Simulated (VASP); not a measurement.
# PdI4 (P-43m) in VASP: further runs

Runs on PdI4. Level: PBE. Tasks: single point, relaxation of cell and atoms.

Program: VASP 6.6.1. These are calculated values, not measurements. Logs are shortened: lines on timing, memory, paths and dates and some standing lists are left out, and cuts for length are marked.

## Step 1: The cell of the first run

It takes space group P-43m (No. 215, cubic). The conventional cell has a = 5.675 Å, b = 5.675 Å, c = 5.675 Å, α = 90.00°, β = 90.00°, γ = 90.00°. Within 3.4 Å of Pd (site symmetry -43m) lie 4 I at 2.60 Å. Within 3.4 Å of I (site symmetry 3m) lie 1 Pd at 2.60 Å.

## Step 2: Single point, PBE

Contents of INCAR:

```
PREC = Accurate ; ENCUT = 520
EDIFF = 1E-7 ; ISMEAR = 0
SIGMA = 0.1 ; LREAL = F
LASPH = T ; NELM = 100
ALGO = Normal ; ISIF = 2
LWAVE = F ; LCHARG = F
GGA = PE ; NBANDS = 27
```

Contents of KPOINTS:

```
regular mesh
0
Gamma
  6 6 6
```

Contents of POSCAR:

```
PdI4
1.0
    5.6747991860      0.0000000000      0.0000000000
    0.0000000000      5.6747991860      0.0000000000
    0.0000000000      0.0000000000      5.6747991860
Pd I
1 4
Direct
    0.0000000000      0.0000000000      0.0000000000
    0.2648791974      0.2648791974      0.2648791974
    0.7351208026      0.7351208026      0.2648791974
    0.2648791974      0.7351208026      0.7351208026
    0.7351208026      0.2648791974      0.7351208026
```

Potentials or basis: VASP PAW PBE potentials, release 64 (Pd, I).

Run with:

```sh
> cat potpaw_PBE.64/Pd/POTCAR potpaw_PBE.64/I/POTCAR > POTCAR
> mpirun -np 1 vasp_std > vasp.out
```

OUTCAR:

```text
PREC = Accurate
   ENCUT = 520
   EDIFF = 1E-7
   ISMEAR = 0
   LREAL = F
   LASPH = T
   NELM = 100
   ISIF = 2
   GGA = PE

 ion  position               nearest neighbor table
   1  0.000  0.000  0.000-   2 2.60   3 2.60   4 2.60   5 2.60
   2  0.265  0.265  0.265-   1 2.60
   3  0.735  0.735  0.265-   1 2.60
   4  0.265  0.735  0.735-   1 2.60
   5  0.735  0.265  0.735-   1 2.60

  LATTYP: Found a simple cubic cell.
 ALAT       =     5.6747991860

  Lattice vectors:

 A1 = (   5.6747991860,   0.0000000000,   0.0000000000)
 A2 = (   0.0000000000,   5.6747991860,   0.0000000000)
 A3 = (   0.0000000000,   0.0000000000,   5.6747991860)

Analysis of symmetry for initial positions (statically):
=====================================================================
 Subroutine PRICEL returns:
 Original cell was already a primitive cell.

 Routine SETGRP: Setting up the symmetry group for a
 simple cubic supercell.

 Subroutine GETGRP returns: Found 24 space group operations
 (whereof 24 operations were pure point group operations)
 out of a pool of 48 trial point group operations.

The static configuration has the point symmetry T_d .

Analysis of symmetry for dynamics (positions and initial velocities):
=====================================================================
 Subroutine PRICEL returns:
 Original cell was already a primitive cell.

 Routine SETGRP: Setting up the symmetry group for a
 simple cubic supercell.

 Subroutine GETGRP returns: Found 24 space group operations
 (whereof 24 operations were pure point group operations)
 out of a pool of 48 trial point group operations.

The dynamic configuration has the point symmetry T_d .

 Subroutine INISYM returns: Found 24 space group operations
 (whereof 24 operations are pure point group operations),
 and found     1 'primitive' translations

----------------------------------------------------------------------------------------

                                     Primitive cell

  volume of cell :     182.7475

  direct lattice vectors                    reciprocal lattice vectors
     5.674799186  0.000000000  0.000000000     0.176217689  0.000000000  0.000000000
     0.000000000  5.674799186  0.000000000     0.000000000  0.176217689  0.000000000
     0.000000000  0.000000000  5.674799186     0.000000000  0.000000000  0.176217689

  length of vectors
     5.674799186  5.674799186  5.674799186     0.176217689  0.176217689  0.176217689

  position of ions in fractional coordinates (direct lattice)
     0.000000000  0.000000000  0.000000000
     0.264879197  0.264879197  0.264879197
     0.735120803  0.735120803  0.264879197
     0.264879197  0.735120803  0.735120803
     0.735120803  0.264879197  0.735120803

  ion indices of the primitive-cell ions
   primitive index   ion index
                 1           1
                 2           2
                 3           3
                 4           4
                 5           5

----------------------------------------------------------------------------------------

 KPOINTS: regular mesh

Automatic generation of k-mesh.
 Grid dimensions read from file:
 generate k-points for:    6    6    6

 Generating k-lattice:

  Cartesian coordinates                     Fractional coordinates (reciprocal lattice)
     0.029369615  0.000000000  0.000000000     0.166666667  0.000000000  0.000000000
     0.000000000  0.029369615  0.000000000     0.000000000  0.166666667  0.000000000
     0.000000000  0.000000000  0.029369615     0.000000000  0.000000000  0.166666667

  Length of vectors
     0.029369615  0.029369615  0.029369615

  Shift w.r.t. Gamma in fractional coordinates (k-lattice)
     0.000000000  0.000000000  0.000000000

 Subroutine IBZKPT returns following result:
 ===========================================

 Found     20 irreducible k-points:

 Following reciprocal coordinates:
            Coordinates               Weight
  0.000000  0.000000  0.000000      1.000000
  0.166667  0.000000  0.000000      6.000000
  0.333333  0.000000  0.000000      6.000000
  0.500000  0.000000  0.000000      3.000000
  0.166667  0.166667  0.000000     12.000000
  0.333333  0.166667  0.000000     24.000000
[... 12 lines left out ...]
  0.500000  0.500000  0.333333      6.000000
  0.500000  0.500000  0.500000      1.000000
   k-points           NKPTS =     20   k-points in BZ     NKDIM =     20   number of bands    NBANDS=     27
   number of dos      NEDOS =    301   number of ions     NIONS =      5
   total plane-waves  NPLWV =  74088
   dimension x,y,z NGX =    42 NGY =   42 NGZ =   42
   dimension x,y,z NGXF=    84 NGYF=   84 NGZF=   84
   ions per type =               1   4
   NGX,Y,Z   is equivalent  to a cutoff of  12.30, 12.30, 12.30 a.u.
   NGXF,Y,Z  is equivalent  to a cutoff of  24.61, 24.61, 24.61 a.u.
 SYSTEM =  unknown system
   PREC   = accura    normal or accurate (medium, high low for compatibility)
   ISTART =      0    job   : 0-new  1-cont  2-samecut
   ICHARG =      2    charge: 1-file 2-atom 10-const
   ISPIN  =      1    spin polarized calculation?
   LNONCOLLINEAR =      F non collinear calculations
   LSORBIT =      F    spin-orbit coupling
   LASPH  =      T    aspherical Exc in radial PAW
   ENCUT  =  520.0 eV  38.22 Ry    6.18 a.u.  10.55 10.55 10.55*2*pi/ulx,y,z
   NELM   =    100;   NELMIN=  2; NELMDL= -5     # of ELM steps
   EDIFF  = 0.1E-06   stopping-criterion for ELM
   LREAL  =      F    real-space projection
   EDIFFG = 0.1E-05   stopping-criterion for IOM
   NSW    =      0    number of steps for IOM
   IBRION =     -1    ionic relax: 0-MD 1-quasi-New 2-CG
   NFREE  =      0    steps in history (QN), initial steepest desc. (CG)
   ISIF   =      2    stress and relaxation
   ISYM   =      2    0-nonsym 1-usesym 2-fastsym
   POTIM  = 0.5000    time-step for ionic-motion
   TEBEG  =    0.0;   TEEND  =   0.0 temperature during run
   PSTRESS=    0.0 pullay stress
   NELECT =      38.0000    total number of electrons
   NUPDOWN=      -1.0000    fix difference up-down
   EMIN   =  10.00;   EMAX   =-10.00  energy-range for DOS
   EFERMI =   0.00;   METHOD = LEGACY
   ISMEAR =     0;   SIGMA  =   0.10  broadening in eV -4-tet -1-fermi 0-gaus
   EFERMI_NEDOS =   21; number of points for ismear=-14 and -15
   IALGO  =     38    algorithm
   IMIX   =      4    mixing-type and parameters
     AMIX     =   0.40;   BMIX     =  1.00
     AMIX_MAG =   1.60;   BMIX_MAG =  1.00
  volume/ion in A,a.u.               =      36.55       246.65
  Fermi-wavevector in a.u.,A,eV,Ry     =   0.969882  1.832811 12.798605  0.940671
  Thomas-Fermi vector in A             =   2.099971
   LORBIT       =      0    0 simple, 1 ext, 2 COOP (PROOUT), +10 PAW based schemes
   GGA     = PE    functional components
   LHFCALC =     F    Hartree Fock is set to
   AEXX    =    0.0000 exact exchange contribution
   IVDW    =     0    specifies the selected vdW correction
   LEPSILON=     F    determine dielectric tensor
   LRPA    =     F    only Hartree local field effects (RPA)
 non-spin polarized calculation
 Gauss-broadening in eV      SIGMA  =   0.10
  energy-cutoff  :      520.00
  volume of cell :      182.75
 maximum number of plane-waves:      4950
   NGX = 21   NGY = 21   NGZ = 21

 number of electron      37.9999997 magnetization

 Free energy of the ion-electron system (eV)
  ---------------------------------------------------
  ext. energy  EPLUGINS =         0.00000000
  ---------------------------------------------------
  free energy    TOTEN  =       -10.65137621 eV

  energy without entropy =      -10.62293374  energy(sigma->0) =      -10.63715498

 E-fermi :   3.3364     XC(G=0):  -8.6178

 val. band max:        3.3146695719   @ k =   0.5000   0.1667   0.1667
 cond. band min:       3.3415421002   @ k =   0.5000   0.3333   0.3333
 fundamental gap:      0.0268725283
 Fermi energy:         3.3364498089

 k-point     1 :       0.0000    0.0000    0.0000
  band No.  band energies     occupation
      1      -9.5157      2.00000
      2      -8.4818      2.00000
      3      -8.4818      2.00000
      4      -8.4818      2.00000
      5      -1.1066      2.00000
      6      -0.5031      2.00000
[... 19 lines left out ...]
     26       8.7986      0.00000
     27       9.4567      0.00000

 k-point     2 :       0.1667    0.0000    0.0000
  band No.  band energies     occupation
      1      -9.4576      2.00000
      2      -8.5614      2.00000
      3      -8.4802      2.00000
      4      -8.4802      2.00000
      5      -1.0647      2.00000
      6      -0.4461      2.00000
[... 19 lines left out ...]
     26       9.1642      0.00000
     27       9.6887      0.00000

 k-point     3 :       0.3333    0.0000    0.0000
  band No.  band energies     occupation
      1      -9.2957      2.00000
      2      -8.7657      2.00000
      3      -8.4772      2.00000
      4      -8.4772      2.00000
      5      -0.9873      2.00000
      6      -0.2663      2.00000
[... 19 lines left out ...]
     26       9.7978      0.00000
     27      10.4650      0.00000

 k-point     4 :       0.5000    0.0000    0.0000
  band No.  band energies     occupation
      1      -9.1189      2.00000
      2      -8.9632      2.00000
      3      -8.4757      2.00000
      4      -8.4757      2.00000
      5      -0.9526      2.00000
      6      -0.1892      2.00000
[... 19 lines left out ...]
     26      10.1145      0.00000
     27      10.1238      0.00000
[... 396 lines left out ...]
      4      -8.6584      2.00000
      5      -1.2011      2.00000
      6      -0.4344      2.00000
[... 19 lines left out ...]
     26      10.3165      0.00000
     27      10.9978      0.00000

 k-point    19 :       0.5000    0.5000    0.3333
  band No.  band energies     occupation
      1      -8.8457      2.00000
      2      -8.7189      2.00000
      3      -8.7189      2.00000
      4      -8.7099      2.00000
      5      -1.2831      2.00000
      6      -0.3970      2.00000
[... 19 lines left out ...]
     26      10.7403      0.00000
     27      10.9811      0.00000

 k-point    20 :       0.5000    0.5000    0.5000
  band No.  band energies     occupation
      1      -8.8295      2.00000
      2      -8.7154      2.00000
      3      -8.7154      2.00000
      4      -8.7154      2.00000
      5      -1.3776      2.00000
      6      -0.3290      2.00000
[... 19 lines left out ...]
     26      10.9938      0.00000
     27      10.9938      0.00000

------------------------ aborting loop because EDIFF is reached ----------------------------------------

  FORCE on cell =-STRESS in cart. coord.  units (eV):
  Direction    XX          YY          ZZ          XY          YZ          ZX
  --------------------------------------------------------------------------------------
  -------------------------------------------------------------------------------------
  Total       -0.0635581     -0.0635581     -0.0635581      0.0000000      0.0000000     -0.0000000
  in kB       -0.5572246     -0.5572246     -0.5572246      0.0000000      0.0000000     -0.0000000
  external PRESSURE =      -0.5572246 kB  Pullay stress =       0.0000000 kB

 VOLUME and BASIS-vectors are now :
 -----------------------------------------------------------------------------
  energy-cutoff  :      520.00
  volume of cell :      182.75
      direct lattice vectors                 reciprocal lattice vectors
     5.674799186  0.000000000  0.000000000     0.176217689  0.000000000  0.000000000
     0.000000000  5.674799186  0.000000000     0.000000000  0.176217689  0.000000000
     0.000000000  0.000000000  5.674799186     0.000000000  0.000000000  0.176217689

 POSITION                                       TOTAL-FORCE (eV/Angst)
 -----------------------------------------------------------------------------------
      0.00000      0.00000      0.00000        -0.000000      0.000000      0.000000
      1.50314      1.50314      1.50314        -0.010135     -0.010135     -0.010135
      4.17166      4.17166      1.50314         0.010135      0.010135     -0.010135
      1.50314      4.17166      4.17166        -0.010135      0.010135      0.010135
      4.17166      1.50314      4.17166         0.010135     -0.010135      0.010135
 -----------------------------------------------------------------------------------
    total drift:                                0.000000      0.000000      0.000000

  FREE ENERGIE OF THE ION-ELECTRON SYSTEM (eV)
  ---------------------------------------------------
  free  energy   TOTEN  =       -10.6513762114 eV

  energy  without entropy=      -10.6229337402  energy(sigma->0) =      -10.63715498
```

It took 1.9 min on 1 thread of Intel Xeon Platinum 8259CL at 2.50GHz (Skylake/Cascade Lake), shared host; peak memory 0.3 GiB.

Results:

| Property | Result |
| --- | --- |
| Free energy | -10.6514 eV |
| Pressure | -0.1 GPa |
| Largest force | 0.018 eV/Å |
| Band gap on the k mesh | zero (band 19 reaches 3.99 eV, above the bottom of band 20 at 3.14 eV) |

Forces in eV/Å, atoms in the order of the input:
```
Pd   0.000  0.000  0.000
I   -0.010 -0.010 -0.010
I    0.010  0.010 -0.010
I   -0.010  0.010  0.010
I    0.010 -0.010  0.010
```

Levels at points of the mesh, in eV from the Fermi level:
| k point | band 15 | band 16 | band 17 | band 18 | band 19 | band 20 | band 21 | band 22 | band 23 | band 24 |
| --- | --- | --- | --- | --- | --- | --- | --- | --- | --- | --- |
| (0.00, 0.00, 0.00) | -1.37 | -1.19 | -1.19 | -1.19 | 0.65 | 0.65 | 0.65 | 3.95 | 4.88 | 4.88 |
| (0.50, 0.00, 0.00) | -1.27 | -1.03 | -0.73 | -0.73 | -0.67 | 0.05 | 0.05 | 5.78 | 5.84 | 6.77 |
| (0.50, 0.50, 0.00) | -1.61 | -1.00 | -0.96 | -0.57 | 0.19 | 0.19 | 0.27 | 6.15 | 6.19 | 7.09 |
| (0.50, 0.50, 0.50) | -0.34 | -0.34 | 0.03 | 0.03 | 0.39 | 0.39 | 0.39 | 4.21 | 5.93 | 5.93 |

Caveat: spin-orbit coupling is left out, which moves the levels of the heavy elements.

## Step 3: Relaxation of cell and atoms, PBE

This run uses another cell than the first one, of 42.96 Å³/atom, 1.175 times its volume.

Contents of INCAR:

```
SYSTEM = PdI4
PREC = Accurate
ENCUT = 600
EDIFF = 1E-6
ISMEAR = 0
SIGMA = 0.1
LREAL = .FALSE.
LASPH = .TRUE.
NELM = 100
ALGO = Normal
ISIF = 3
LWAVE = .FALSE.
LCHARG = .FALSE.
GGA = PE
IBRION = 2
NSW = 100
EDIFFG = -0.01
```

Contents of KPOINTS:

```
regular mesh
0
G
  6 6 6
  0 0 0
```

Contents of POSCAR:

```
PdI4
1.0
    5.9887200400      0.0000000000      0.0000000000
    0.0000000000      5.9887200400      0.0000000000
    0.0000000000      0.0000000000      5.9887200400
Pd I
1 4
Direct
    0.0000000000      0.0000000000      0.0000000000
    0.2500000000      0.2500000000      0.2500000000
    0.7500000000      0.7500000000      0.2500000000
    0.2500000000      0.7500000000      0.7500000000
    0.7500000000      0.2500000000      0.7500000000
```

Potentials or basis: VASP PAW PBE potentials, release 64 (Pd, I).

Run with:

```sh
> cat potpaw_PBE.64/Pd/POTCAR potpaw_PBE.64/I/POTCAR > POTCAR
> mpirun -np 1 vasp_std > vasp.out
```

Wall time 21 min (1 thread of Intel Xeon Platinum 8259CL at 2.50GHz (Skylake/Cascade Lake), shared host); peak memory 0.41 GiB.

It converged, with:

| Item | Value |
| --- | --- |
| Free energy | -10.6530 eV |
| Relaxed volume | 36.54 Å³/atom |
| Relaxed cell | a = 5.674 Å, b = 5.674 Å, c = 5.674 Å, α = 90.00°, β = 90.00°, γ = 90.00° |
| Space group after relaxing (to 0.05 Å) | P-43m (No. 215) |
| Energy gained by relaxing | 27.2 meV/atom |
| Ionic steps | 12 |
| Pressure after relaxing | 0.0 GPa |
| Band gap on the k mesh | zero (band 19 reaches 3.99 eV, above the bottom of band 20 at 3.14 eV) |

The path:
| step | energy change (eV) | largest force (eV/Å) | pressure (GPa) | volume (Å³) |
| --- | --- | --- | --- | --- |
| 1 | 0.0000 | 0.0371 | -0.84 | 214.78 |
| 2 | -0.0228 | 0.2691 | -0.15 | 207.87 |
| 3 | -0.0239 | 0.3345 | 0.05 | 206.07 |
| 4 | -0.0461 | 0.3193 | 0.06 | 202.39 |
| 5 | -0.1010 | 0.2721 | 0.23 | 191.63 |
| 6 | -0.0929 | 0.0844 | 1.48 | 171.25 |
| 7 | -0.1220 | 0.2389 | 0.60 | 183.31 |
| 8 | -0.1119 | 0.2247 | -1.03 | 188.86 |
| 9 | -0.1336 | 0.0279 | -0.14 | 185.58 |
| 10 | -0.1336 | 0.0316 | -0.13 | 185.53 |
| 11 | -0.1350 | 0.0185 | -0.08 | 184.43 |
| 12 | -0.1358 | 0.0032 | -0.01 | 182.71 |

Final structure:
```
Pd I
1.0
     5.67445    0.00000    0.00000
     0.00000    5.67445    0.00000
     0.00000    0.00000    5.67445
Pd I
1 4
Direct
  0.00000 0.00000 0.00000
  0.26470 0.26470 0.26470
  0.73530 0.73530 0.26470
  0.26470 0.73530 0.73530
  0.73530 0.26470 0.73530
```

Levels at points of the mesh, in eV from the Fermi level:
```
           k point  band 15  band 16  band 17  band 18  band 19  band 20  band 21  band 22  band 23
(0.00, 0.00, 0.00)    -1.38    -1.19    -1.19    -1.19     0.65     0.65     0.65     3.96     4.88
(0.50, 0.00, 0.00)    -1.27    -1.03    -0.73    -0.73    -0.67     0.05     0.05     5.79     5.84
(0.50, 0.50, 0.00)    -1.61    -0.99    -0.96    -0.57     0.19     0.19     0.27     6.16     6.19
(0.50, 0.50, 0.50)    -0.34    -0.34     0.03     0.03     0.39     0.39     0.39     4.22     5.93
```

Caveat: spin-orbit coupling is left out, which moves the levels of the heavy elements.

## Step 4: Single point, PBE

Contents of INCAR:

```
SYSTEM = PdI4
ALGO = Normal ; EDIFF = 1E-6
ENCUT = 520 ; GGA = PE
ISIF = 2 ; ISMEAR = 0
LASPH = .TRUE. ; LCHARG = .FALSE.
LREAL = .FALSE. ; LWAVE = .FALSE.
NBANDS = 27 ; NELM = 100
PREC = Accurate ; SIGMA = 0.1
```

Contents of KPOINTS:

```
k-points
0
G
  8 8 8
  0 0 0
```

Contents of POSCAR:

```
PdI4
1.0
    5.6747991860      0.0000000000      0.0000000000
    0.0000000000      5.6747991860      0.0000000000
    0.0000000000      0.0000000000      5.6747991860
Pd I
1 4
Direct
    0.0000000000      0.0000000000      0.0000000000
    0.2648791974      0.2648791974      0.2648791974
    0.7351208026      0.7351208026      0.2648791974
    0.2648791974      0.7351208026      0.7351208026
    0.7351208026      0.2648791974      0.7351208026
```

Run with:

```sh
> cat potpaw_PBE.64/Pd/POTCAR potpaw_PBE.64/I/POTCAR > POTCAR
> mpirun -np 1 vasp_std > vasp.out
```

It took 4 min on 1 thread of Intel Xeon Platinum 8259CL at 2.50GHz (Skylake/Cascade Lake), shared host; peak memory 0.35 GiB.

It converged, with:

| Item | Value |
| --- | --- |
| Free energy | -10.6494 eV |
| Pressure | -0.1 GPa |
| Largest force | 0.017 eV/Å |
| Band gap on the k mesh | zero (band 19 reaches 3.99 eV, above the bottom of band 20 at 3.19 eV) |

Forces on the atoms (eV/Å):
```
Pd   0.000  0.000  0.000
I   -0.010 -0.010 -0.010
I    0.010  0.010 -0.010
I   -0.010  0.010  0.010
I    0.010 -0.010  0.010
```

Levels at points of the mesh, in eV from the Fermi level:
```csv
k point,band 16,band 17,band 18,band 19,band 20,band 21,band 22,band 23
"(0.00, 0.00, 0.00)",-1.19,-1.19,-1.19,0.66,0.66,0.66,3.95,4.88
"(0.50, 0.00, 0.00)",-1.03,-0.73,-0.73,-0.66,0.06,0.06,5.78,5.84
"(0.50, 0.50, 0.00)",-0.99,-0.96,-0.57,0.20,0.20,0.27,6.15,6.19
"(0.50, 0.50, 0.50)",-0.34,0.03,0.03,0.40,0.40,0.40,4.22,5.93
```

Caveat: spin-orbit coupling is left out, which moves the levels of the heavy elements.

## Step 5: Summary

| task | cell | k mesh | cutoff (eV) | gap on the mesh (eV) | pressure (GPa) | largest force (eV/Å) |
| --- | --- | --- | --- | --- | --- | --- |
| single point | a = 5.675 Å, 5 atoms | 6 × 6 × 6 | 520 | none | -0.1 | 0.02 |
| relaxation of cell and atoms | relaxed from a = 5.989 Å, 5 atoms | 6 × 6 × 6 | 600 | none | 0.0 | - |
| single point | a = 5.675 Å, 5 atoms | 8 × 8 × 8 | 520 | none | -0.1 | 0.02 |

Alike in all rows: level PBE; potentials or basis VASP PAW PBE potentials, release 64 (Pd, I); no spin polarisation; smearing gaussian 0.1 eV.

Caveats: spin-orbit coupling is left out, which moves the levels of the heavy elements.

Absolute energies hang on the potentials; compare differences alone.
